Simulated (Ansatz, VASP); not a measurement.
One calculation of Si, two programs

Contents of INCAR:

```
PREC     = Accurate       # precision mode
ENCUT    = 520            # plane-wave cutoff, eV
EDIFF    = 1E-7           # SCF threshold, eV
ISMEAR   = 0              # smearing method
SIGMA    = 0.15           # smearing width, eV
LREAL    = False          # projectors in reciprocal space
LASPH    = True           # aspherical terms in the spheres
NELM     = 80             # most SCF steps
ALGO     = Normal         # electronic algorithm
ISIF     = 2              # what is computed and relaxed
LWAVE    = False          # write WAVECAR
LCHARG   = False          # write CHGCAR
NBANDS   = 8              # bands
```

File KPOINTS:

```
regular mesh
0
Gamma
  24 24 20
```

The input POSCAR:

```
Si
1.0
    2.7515699556      0.0000000000      0.0000000000
   -1.3757849778      2.3829294819      0.0000000000
    0.0000000000      0.0000000000      2.4663543900
Si
1
Direct
    0.0000000000      0.0000000000      0.0000000000
```

Input for Ansatz:

```yaml
crystal:
  lattice:
    - [2.7515699556, 0.0, 0.0]
    - [-1.3757849778, 2.3829294819, 0.0]
    - [0.0, 0.0, 2.46635439]
  atoms:
    - { symbol: Si, position: [0.0, 0.0, 0.0] }
basis:
  ecutwfc: 420
kpoints:
  mp_grid: { grid: [24, 24, 20] }
hamiltonian:
  xc: lda
scf:
  occupations: { method: gaussian, width: 0.15 }
output:
  forces: true
  stress: true
  eigenvalues: true
  write_density: true
  write_potential: true
  elf: true
  volumetric_format: npy
```

Change from the starting cell: strain +0.050 along x and y, +0.000 along z, atoms carried along.

Alike in both runs: task single point; functional LDA; k mesh 24 × 24 × 20; occupations gaussian, width 0.15 eV; no spin polarisation.

|  | VASP | Ansatz |
| --- | --- | --- |
| version | VASP 6.6.1 | Ansatz 0.2.0 |
| potentials or method | VASP PAW LDA potentials, release 64 (Si), cutoff 520 eV | scalar-relativistic, plane waves, PAW |
| valence electrons in the cell | 4 | 4 |

Ansatz gave:

* gap on the k mesh at the Fermi level (eV): none
* pressure (GPa): -9.0
* traceless stress, the component that is largest in VASP (GPa): 4.06

**Question.** What did VASP give for the same quantities?

**Answer.** gap on the k mesh at the Fermi level (eV): none; pressure (GPa): -8.9; traceless stress, the component that is largest in VASP (GPa): 4.09.

LDA's correlation is that of Perdew and Zunger in VASP and of Perdew and Wang (1992) in Ansatz. A gap of «none» marks a metal or a gap that the smearing closes.
